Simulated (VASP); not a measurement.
Pt:

```xyz
2
Lattice="0.0000 2.6950 2.6950 2.6950 0.0000 2.6950 2.6950 2.6950 0.0000" Properties=species:S:1:pos:R:3 pbc="T T T"
Pt    0.0000    0.0000    0.0000
Pt    1.3475    1.3475    1.3475
```

* Program: VASP 6.6.1
* Task: relaxation of cell and atoms
* Functional: LDA
* Potentials or basis: VASP PAW LDA potentials, release 64 (Pt)
* Cutoff: 600 eV
* k mesh: 7 × 7 × 7
* Occupations: gaussian, width 0.05 eV
* Spin: no spin polarisation

At the start: pressure 29.0 GPa; volume 19.57 Å³/atom.

Question: How do energy, volume and symmetry change on relaxing?

Answer: Over 5 steps the energy falls by 226.7 meV/atom and the volume is 22.46 Å³/atom (+14.7 %); space group Fd-3m (No. 227, to 0.05 Å).

The path:
| step | energy change (eV) | largest force (eV/Å) | pressure (GPa) | volume (Å³) |
| --- | --- | --- | --- | --- |
| 1 | 0.0000 | 0.0000 | 28.96 | 39.15 |
| 2 | 1.1662 | 0.0000 | -19.85 | 62.81 |
| 3 | -0.4474 | 0.0000 | -2.42 | 45.70 |
| 4 | -0.4531 | 0.0000 | -0.55 | 45.09 |
| 5 | -0.4534 | 0.0000 | 0.00 | 44.92 |

Final structure:
```
Pt
1.0
     0.00000    2.82137    2.82137
     2.82137    0.00000    2.82137
     2.82137    2.82137    0.00000
Pt
2
Cartesian
  0.0000 0.0000 0.0000
  1.4107 1.4107 1.4107
```
